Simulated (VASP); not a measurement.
# Si12O23 (a cell with a defect) in VASP: a series of runs

Si12O23 (a cell with a defect) is run at these levels: PBE+D3(BJ); tasks: single point.

Program: VASP 6.6.1. These are calculated values, not measurements. Logs are shortened: lines on timing, memory, paths and dates and some standing lists are left out, and cuts for length are marked.

**1. The cell of the first run**

The cell holds a defect, 35 atoms: a = 7.400 Å, b = 7.400 Å, c = 9.994 Å, α = 70.27°, β = 70.27°, γ = 71.58°.

**2. Single point, PBE+D3(BJ)**

File INCAR:

```
SYSTEM = Si12O23
ALGO = Normal ; EDIFF = 1E-6
ENCUT = 520 ; GGA = PE
GGA_COMPAT = .False. ; ISIF = 2
ISMEAR = -1 ; IVDW = 12
LASPH = .True. ; LCHARG = .False.
LREAL = Auto ; LWAVE = .False.
NBANDS = 116 ; NELM = 120
PREC = Accurate ; SIGMA = 0.02
```

File KPOINTS:

```
k-points
0
Gamma
  2 2 2
  0 0 0
```

File POSCAR:

```
Si12O23
1.0
   -2.4984000000      4.3273560000      5.4576000000
    4.9968000000      0.0000000000      5.4576000000
    4.9968000000      8.6547110000      0.0000000000
Si O
12 23
Direct
    0.7182311039      0.2776648943      0.1378993849
    0.1518140187      0.1734349918      0.1519652933
    0.5816250113      0.0899751427      0.9648281171
    0.7402972878      0.2675929936      0.6315968367
    0.1675845274      0.1644839643      0.6633913125
    0.5948534913      0.0723443613      0.4677326806
    0.2398284900      0.7433025566      0.3684426603
    0.6716938341      0.6681857833      0.3976921536
    0.1053762511      0.5205593250      0.2111952031
    0.2509108583      0.7624682827      0.8770129230
    0.6696588802      0.6813935971      0.9084030220
    0.1024717885      0.5782440939      0.7063063216
    0.9576635854      0.2351660466      0.0903930516
    0.3415246988      0.1304567582      0.0145186876
    0.1661562327      0.6831960467      0.0530549003
    0.1455986293      0.9672471271      0.2814269475
    0.6535402286      0.1250318543      0.0884029253
    0.9786510606      0.2288155914      0.5956906546
    0.3595963776      0.0874305206      0.5399283070
    0.1286475179      0.7260785521      0.5419671889
    0.1374834856      0.9900929216      0.8164350044
    0.1965752804      0.3510106548      0.6978513530
    0.6918075835      0.1058214109      0.5790098945
    0.4750692928      0.7245618637      0.3394469261
    0.8640427504      0.5936084150      0.2727577408
    0.6295576715      0.2453646387      0.3145666947
    0.6501510468      0.4916052197      0.5490222570
    0.6965655557      0.8569368996      0.4344126410
    0.2050703842      0.5680661593      0.3193821772
    0.4857458456      0.7528905513      0.8346569632
    0.8688685022      0.6087711196      0.7896064552
    0.6436062669      0.2442743033      0.8069082329
    0.6300986117      0.5035229435      0.0567559092
    0.6867088122      0.8649846061      0.9543882518
    0.2218314477      0.6209562245      0.7965775349
```

Potentials or basis: VASP PAW PBE potentials, release 64 (Si, O).

Command:

```
> cat potpaw_PBE.64/Si/POTCAR potpaw_PBE.64/O/POTCAR > POTCAR
> mpirun -np 1 vasp_std > vasp.out
```

OUTCAR:

```text
SYSTEM = Si12O23
   EDIFF = 1E-6
   ENCUT = 520
   GGA = PE
   ISIF = 2
   ISMEAR = -1
   IVDW = 12
   LASPH = .True.
   LREAL = Auto
   NELM = 120
   PREC = Accurate
 IVDW          = 12

 ion  position               nearest neighbor table
   1  0.718  0.278  0.138-  17 1.62  33 1.62  26 1.62  13 1.63   6 3.08  11 3.09   2 3.09   3 3.10

   2  0.152  0.173  0.152-  13 1.63  14 1.63  16 1.64   9 2.72   3 3.08   1 3.09
   3  0.582  0.090  0.965-  17 1.62  32 1.62  34 1.62  14 1.63   2 3.08  11 3.09   4 3.09   1 3.10

   4  0.740  0.268  0.632-  27 1.62  32 1.62  18 1.63  23 1.63   3 3.09   5 3.11   8 3.11   6 3.11

   5  0.168  0.164  0.663-  22 1.62  18 1.62  19 1.63  21 1.63  10 3.04  12 3.10   6 3.11   4 3.11

   6  0.595  0.072  0.468-  19 1.63  28 1.63  23 1.63  26 1.63   1 3.08   5 3.11   4 3.11   8 3.13

   7  0.240  0.743  0.368-  20 1.63  24 1.63  16 1.64  29 1.65  12 3.10
   8  0.672  0.668  0.398-  24 1.63  27 1.63  25 1.63  28 1.64   4 3.11   6 3.13
   9  0.105  0.521  0.211-  15 1.65  25 1.65  29 1.67   2 2.72
  10  0.251  0.762  0.877-  35 1.62  15 1.62  30 1.63  21 1.63   5 3.04  11 3.07  12 3.12
  11  0.670  0.681  0.908-  31 1.62  30 1.62  34 1.63  33 1.63  10 3.07   3 3.09   1 3.09
  12  0.102  0.578  0.706-  35 1.61  22 1.62  20 1.62  31 1.62   5 3.10   7 3.10  10 3.12
  13  0.958  0.235  0.090-   2 1.63   1 1.63
  14  0.342  0.130  0.015-   3 1.63   2 1.63
  15  0.166  0.683  0.053-  10 1.62   9 1.65
  16  0.146  0.967  0.281-   2 1.64   7 1.64
  17  0.654  0.125  0.088-   3 1.62   1 1.62
  18  0.979  0.229  0.596-   5 1.62   4 1.63
[... 15 lines left out ...]
  34  0.687  0.865  0.954-   3 1.62  11 1.63
  35  0.222  0.621  0.797-  12 1.61  10 1.62

  LATTYP: Found a base centered monoclinic cell.
 ALAT       =    12.0045659460
 B/A-ratio  =     0.7209516483
 C/A-ratio  =     0.8324832096
 COS(beta)  =    -0.4162416409

  Lattice vectors:

 A1 = (   2.4984000000,  -4.3273560000,  -5.4576000000)
 A2 = (  -4.9968000000,   0.0000000000,  -5.4576000000)
 A3 = (   4.9968000000,   8.6547110000,   0.0000000000)

Analysis of symmetry for initial positions (statically):
=====================================================================
 Subroutine PRICEL returns:
 Original cell was already a primitive cell.

 Routine SETGRP: Setting up the symmetry group for a
 base centered monoclinic supercell.

 Subroutine GETGRP returns: Found  1 space group operations
 (whereof  1 operations were pure point group operations)
 out of a pool of  4 trial point group operations.

The static configuration has the point symmetry C_1 .

Analysis of symmetry for dynamics (positions and initial velocities):
=====================================================================
 Subroutine PRICEL returns:
 Original cell was already a primitive cell.

 Routine SETGRP: Setting up the symmetry group for a
 base centered monoclinic supercell.

 Subroutine GETGRP returns: Found  1 space group operations
 (whereof  1 operations were pure point group operations)
 out of a pool of  4 trial point group operations.

The dynamic configuration has the point symmetry C_1 .

 Subroutine INISYM returns: Found  1 space group operations
 (whereof  1 operations are pure point group operations),
 and found     1 'primitive' translations

----------------------------------------------------------------------------------------

                                     Primitive cell

  volume of cell :     472.0372

  direct lattice vectors                    reciprocal lattice vectors
    -2.498400000  4.327356000  5.457600000    -0.100064038  0.057772003  0.091615359
     4.996800000  0.000000000  5.457600000     0.100064038 -0.057772003  0.091615365
     4.996800000  8.654711000  0.000000000     0.050032025  0.086658004 -0.045807685

  length of vectors
     7.399554735  7.399554581  9.993599588     0.147457757  0.147457760  0.110050703

  position of ions in fractional coordinates (direct lattice)
     0.718231104  0.277664894  0.137899385
     0.151814019  0.173434992  0.151965293
     0.581625011  0.089975143  0.964828117
     0.740297288  0.267592994  0.631596837
     0.167584527  0.164483964  0.663391313
     0.594853491  0.072344361  0.467732681
[... 27 lines left out ...]
     0.686708812  0.864984606  0.954388252
     0.221831448  0.620956224  0.796577535

  ion indices of the primitive-cell ions
   primitive index   ion index
                 1           1
                 2           2
                 3           3
                 4           4
                 5           5
                 6           6
[... 27 lines left out ...]
                34          34
                35          35

----------------------------------------------------------------------------------------

 KPOINTS: k-points

Automatic generation of k-mesh.
 Grid dimensions read from file:
 generate k-points for:    2    2    2

 Generating k-lattice:

[... 42 lines left out ...]
   ENCUT  =  520.0 eV  38.22 Ry    6.18 a.u.  13.76 13.76 18.58*2*pi/ulx,y,z
   NELM   =    120;   NELMIN=  2; NELMDL= -5     # of ELM steps
   EDIFF  = 0.1E-05   stopping-criterion for ELM
   LREAL  =      T    real-space projection
   EDIFFG = 0.1E-04   stopping-criterion for IOM
   NSW    =      0    number of steps for IOM
[... 5 lines left out ...]
   TEBEG  =    0.0;   TEEND  =   0.0 temperature during run
   PSTRESS=    0.0 pullay stress
   NELECT =     186.0000    total number of electrons
   NUPDOWN=      -1.0000    fix difference up-down
   EMIN   =  10.00;   EMAX   =-10.00  energy-range for DOS
   EFERMI =   0.00;   METHOD = LEGACY
   ISMEAR =    -1;   SIGMA  =   0.02  broadening in eV -4-tet -1-fermi 0-gaus
   EFERMI_NEDOS =   21; number of points for ismear=-14 and -15
   IALGO  =     38    algorithm
   IMIX   =      4    mixing-type and parameters
     AMIX     =   0.40;   BMIX     =  1.00
     AMIX_MAG =   1.60;   BMIX_MAG =  1.00
  volume/ion in A,a.u.               =      13.49        91.01
  Fermi-wavevector in a.u.,A,eV,Ry     =   1.200200  2.268050 19.598930  1.440481
  Thomas-Fermi vector in A             =   2.336043
   LORBIT       =      0    0 simple, 1 ext, 2 COOP (PROOUT), +10 PAW based schemes
   GGA     = PE    functional components
   LHFCALC =     F    Hartree Fock is set to
   AEXX    =    0.0000 exact exchange contribution
   IVDW    =    12    specifies the selected vdW correction
   LEPSILON=     F    determine dielectric tensor
   LRPA    =     F    only Hartree local field effects (RPA)
 non-spin polarized calculation
  energy-cutoff  :      520.00
  volume of cell :      472.04
 maximum number of plane-waves:     12746
 NGX is ok and might be reduce to    56
   NGX = 27   NGY = 27   NGZ = 37

 number of electron     186.0000016 magnetization

 Free energy of the ion-electron system (eV)
  ---------------------------------------------------
  ext. energy  EPLUGINS =         0.00000000
  ---------------------------------------------------
  free energy    TOTEN  =      -273.91995246 eV

  energy without entropy =     -273.91995246  energy(sigma->0) =     -273.91995246

 E-fermi :   1.9957     XC(G=0):  -8.9184

 val. band max:        1.5190153119   @ k =   0.5000   0.5000   0.0000
 cond. band min:       6.3271485464   @ k =   0.0000   0.5000   0.0000
 fundamental gap:      4.8081332345
 Fermi energy:         1.9956982395

 k-point     1 :       0.0000    0.0000    0.0000
  band No.  band energies     occupation
      1     -18.5408      2.00000
      2     -18.1086      2.00000
      3     -18.0623      2.00000
      4     -17.8480      2.00000
      5     -17.6974      2.00000
      6     -17.5961      2.00000
[... 97 lines left out ...]
    104       9.8880      0.00000
    105       9.9776      0.00000

 k-point     2 :       0.5000    0.0000   -0.0000
  band No.  band energies     occupation
      1     -18.3576      2.00000
      2     -18.2157      2.00000
      3     -18.0434      2.00000
      4     -17.9548      2.00000
      5     -17.6620      2.00000
      6     -17.6043      2.00000
[... 640 lines left out ...]
 k-point     8 :       0.5000    0.5000    0.5000
  band No.  band energies     occupation
      1     -18.2403      2.00000
      2     -18.1677      2.00000
      3     -17.9772      2.00000
      4     -17.9633      2.00000
      5     -17.8454      2.00000
      6     -17.7321      2.00000
[... 97 lines left out ...]
    104       9.7775      0.00000
    105       9.8795      0.00000
 [bands above 105 left out]

------------------------ aborting loop because EDIFF is reached ----------------------------------------

 Edisp (eV)   -4.73752

 E8    (eV) :    -1.6099

  FORCE on cell =-STRESS in cart. coord.  units (eV):
  Direction    XX          YY          ZZ          XY          YZ          ZX
  --------------------------------------------------------------------------------------
  -------------------------------------------------------------------------------------
  Total      -9.70386    -3.04546    -5.58201    -0.53026     0.19960    -4.49771
  in kB     -32.93660   -10.33683   -18.94633    -1.79979     0.67749   -15.26602
  external pressure =      -20.74 kB  Pullay stress =        0.00 kB

 VOLUME and BASIS-vectors are now :
 -----------------------------------------------------------------------------
  energy-cutoff  :      520.00
  volume of cell :      472.04
      direct lattice vectors                 reciprocal lattice vectors
    -2.498400000  4.327356000  5.457600000    -0.100064038  0.057772003  0.091615359
     4.996800000  0.000000000  5.457600000     0.100064038 -0.057772003  0.091615365
     4.996800000  8.654711000  0.000000000     0.050032025  0.086658004 -0.045807685

 POSITION                                       TOTAL-FORCE (eV/Angst)
 -----------------------------------------------------------------------------------
      0.28206      4.30152      5.43520        -0.002140      0.016748      0.034228
      1.24667      1.97217      1.77508         0.861122      0.435199      0.747488
      3.81751     10.86721      3.66533         0.001684      0.024656      0.020663
      2.64351      8.66982      5.50066        -0.001058     -0.007663     -0.040340
      3.71803      6.46666      1.81230        -0.024098      0.002418     -0.044497
      1.21248      6.62223      3.64130        -0.054524      0.011970     -0.044149
[... 27 lines left out ...]
      7.37537     11.23159      8.46852        -0.000620     -0.029072     -0.014427
      6.52891      7.85409      4.59960        -0.034809     -0.030500     -0.017471
 -----------------------------------------------------------------------------------
    total drift:                               -0.006514      0.009560     -0.005105

  FREE ENERGIE OF THE ION-ELECTRON SYSTEM (eV)
  ---------------------------------------------------
  free  energy   TOTEN  =      -278.6574701796 eV

  energy  without entropy=     -278.6574701796  energy(sigma->0) =     -278.65747018
```

Run time: 8.3 min. Hardware: 1 thread of Intel Xeon 6975P-C (Granite Rapids), shared host; peak memory 0.65 GiB.

Results:

- Free energy: -278.6575 eV
- Pressure: -2.1 GPa
- Largest force: 1.221 eV/Å
- Band gap on the k mesh: 4.81 eV
- Dispersion energy per atom: -0.135 eV

Forces in eV/Å, atoms in the order of the input:
```
Si  -0.002  0.017  0.034
Si   0.861  0.435  0.747
Si   0.002  0.025  0.021
Si  -0.001 -0.008 -0.040
Si  -0.024  0.002 -0.044
Si  -0.055  0.012 -0.044
Si  -0.015 -0.067  0.035
Si  -0.073 -0.046 -0.046
Si  -0.122 -0.048 -0.070
Si  -0.015 -0.001 -0.101
Si  -0.009 -0.042 -0.008
Si  -0.036 -0.028 -0.057
O    0.070 -0.046  0.019
O    0.018  0.062  0.077
O   -0.065 -0.069 -0.103
O    0.034  0.088  0.011
O    0.018  0.034  0.008
O   -0.029 -0.013 -0.008
O   -0.025 -0.011 -0.018
O   -0.080 -0.025 -0.032
O   -0.048 -0.026 -0.039
O   -0.019 -0.028 -0.034
O   -0.012  0.006 -0.025
O   -0.039 -0.029 -0.016
O   -0.095  0.042 -0.100
O   -0.013  0.041  0.008
O   -0.032 -0.038 -0.027
O   -0.029 -0.042 -0.022
O   -0.073 -0.112 -0.028
O   -0.005  0.014 -0.045
O   -0.011 -0.014 -0.003
O   -0.041  0.011  0.016
O   -0.001 -0.036 -0.030
O   -0.001 -0.029 -0.014
O   -0.035 -0.030 -0.017
```

Levels at points of the mesh, in eV from the valence-band top:
| k point | band 91 | band 92 | band 93 | band 94 | band 95 | band 96 |
| --- | --- | --- | --- | --- | --- | --- |
| (0.00, 0.00, 0.00) | -0.97 | -0.93 | -0.22 | 5.20 | 5.37 | 5.85 |
| (0.50, 0.00, 0.00) | -0.88 | -0.74 | -0.21 | 5.41 | 5.59 | 5.95 |
| (0.00, 0.50, 0.00) | -0.95 | -0.79 | 0.00 | 4.81 | 6.02 | 6.19 |
| (0.50, 0.50, 0.00) | -0.91 | -0.74 | 0.00 | 4.96 | 5.95 | 6.10 |
| (0.00, 0.00, 0.50) | -0.99 | -0.89 | -0.23 | 5.22 | 5.48 | 6.17 |
| (0.50, 0.00, 0.50) | -0.90 | -0.84 | -0.21 | 5.41 | 5.67 | 5.91 |
| (0.00, 0.50, 0.50) | -0.94 | -0.82 | -0.01 | 4.81 | 6.08 | 6.21 |
| (0.50, 0.50, 0.50) | -0.88 | -0.79 | -0.01 | 4.93 | 5.99 | 6.20 |

Caveat: the k points lie up to 0.46 Å⁻¹ apart.

**3. Single point, PBE+D3(BJ)**

File INCAR:

```
SYSTEM = Si12O23
PREC = Accurate ; ENCUT = 520
EDIFF = 1E-6 ; ISMEAR = -1
SIGMA = 0.02 ; LREAL = Auto
LASPH = .TRUE. ; NELM = 120
ALGO = Normal ; ISIF = 2
LWAVE = .FALSE. ; LCHARG = .FALSE.
GGA = PE ; IVDW = 12
NBANDS = 116 ; GGA_COMPAT = .FALSE.
```

File KPOINTS:

```
Automatic mesh
0
G
  2 2 2
  0 0 0
```

File POSCAR:

```
Si12O23
1.0
   -2.4984000000      4.3273560000      5.4576000000
    4.9968000000      0.0000000000      5.4576000000
    4.9968000000      8.6547110000      0.0000000000
Si O
12 23
Direct
    0.7426581111      0.2525958394      0.1444074801
    0.1778611843      0.1252020669      0.1884020312
    0.5938382710      0.0711001109      0.9721245790
    0.7227241221      0.2658392330      0.6403971557
    0.1596307134      0.1674469351      0.6578719846
    0.5814834337      0.0735303922      0.4704467093
    0.2398439009      0.7987031814      0.3501998378
    0.6663286003      0.6704757979      0.4079130052
    0.0961794697      0.5564735567      0.2097709962
    0.2416652943      0.7600463967      0.8702557728
    0.6778462165      0.6659035716      0.9059981228
    0.0941561327      0.5963085641      0.6829979340
    0.9763706124      0.1802787627      0.1358489829
    0.3575507601      0.0930129184      0.0414717816
    0.1220015238      0.6755279049      0.0376524045
    0.1872558308      1.3182949118      0.2312488673
    0.6898129447      0.1018117365      0.0845229437
    0.9623846168      0.2161795206      0.6027714449
    0.3456935719      0.0840194865      0.5329910437
    0.1114835888      0.7557383074      0.5223271542
    0.1500222336      0.9971861932      0.8139365838
    0.1888599968      0.3689158545      0.6716744806
    0.6632195048      0.1111786955      0.5882882966
    0.4757321268      0.7431033587      0.3411917311
    0.8608508955      0.5929072411      0.2873999997
    0.6195932485      0.2415437282      0.3153246944
    0.6367834398      0.4916137637      0.5570833354
    0.6962645231      0.8553032291      0.4459630713
    0.2092957997      0.6426380041      0.2798834267
    0.4748303594      0.7201978211      0.8576662772
    0.8617424349      0.6166039926      0.7684184128
    0.6298643742      0.2388850678      0.8165354675
    0.6830384114      0.4775517091      0.0487573923
    0.6979988591      0.8524814180      0.9466385217
    0.2178768030      0.6419921787      0.7691725772
```

Potentials or basis: VASP PAW PBE potentials, release 64 (Si, O).

Command:

```
> cat potpaw_PBE.64/Si/POTCAR potpaw_PBE.64/O/POTCAR > POTCAR
> mpirun -np 1 vasp_std > vasp.out
```

It took 15 min on 1 thread of Intel Xeon Platinum 8259CL at 2.50GHz (Skylake/Cascade Lake), shared host; peak memory 0.66 GiB.

It converged, with:

* Free energy: -279.2467 eV
* Pressure: -1.8 GPa
* Largest force: 0.055 eV/Å
* Band gap on the k mesh: 5.46 eV
* Dispersion energy per atom: -0.135 eV

Forces in eV/Å, atoms in the order of the input:
```
Si   0.001 -0.012  0.016
Si  -0.027  0.012 -0.047
Si  -0.001  0.009  0.004
Si   0.014  0.004  0.003
Si   0.001 -0.027  0.003
Si  -0.002  0.019 -0.002
Si   0.012 -0.043  0.027
Si  -0.009 -0.009 -0.006
Si  -0.004 -0.006  0.003
Si  -0.003  0.007 -0.013
Si  -0.009  0.001 -0.011
Si  -0.009 -0.001  0.017
O    0.019  0.007 -0.003
O    0.003  0.007 -0.002
O   -0.008  0.013  0.013
O    0.001 -0.003 -0.001
O    0.011  0.003  0.007
O    0.023  0.000 -0.011
O   -0.008  0.015  0.014
O   -0.008  0.017 -0.007
O   -0.022  0.008 -0.017
O    0.006 -0.004 -0.001
O   -0.001 -0.016  0.007
O    0.008  0.011 -0.002
O   -0.002  0.006  0.007
O   -0.002  0.006 -0.006
O   -0.012 -0.004  0.010
O    0.005 -0.012  0.000
O    0.017 -0.008  0.007
O    0.013  0.010 -0.009
O   -0.001  0.012  0.004
O   -0.014 -0.006  0.008
O   -0.016 -0.002 -0.008
O   -0.005 -0.009 -0.002
O    0.026 -0.008 -0.002
```

Stress tensor (GPa, compression positive):
```
-1.68  1.10 -1.21
 1.10 -2.00  0.77
-1.21  0.77 -1.70
```

Levels at points of the mesh, in eV from the valence-band top:
```
           k point  band 91  band 92  band 93  band 94  band 95  band 96
(0.00, 0.00, 0.00)    -0.65    -0.57    -0.12     5.46     6.40     6.45
(0.50, 0.00, 0.00)    -0.49    -0.44    -0.10     5.95     6.37     6.77
(0.00, 0.50, 0.00)    -0.56    -0.47    -0.01     5.89     6.43     6.60
(0.50, 0.50, 0.00)    -0.57    -0.41     0.00     5.97     6.30     6.81
(0.00, 0.00, 0.50)    -0.67    -0.61    -0.11     5.78     6.34     6.45
(0.50, 0.00, 0.50)    -0.57    -0.52    -0.10     6.13     6.37     6.73
(0.00, 0.50, 0.50)    -0.60    -0.53    -0.02     5.91     6.38     6.77
(0.50, 0.50, 0.50)    -0.55    -0.48    -0.01     5.92     6.32     7.04
```

Caveat: the k points lie up to 0.46 Å⁻¹ apart.
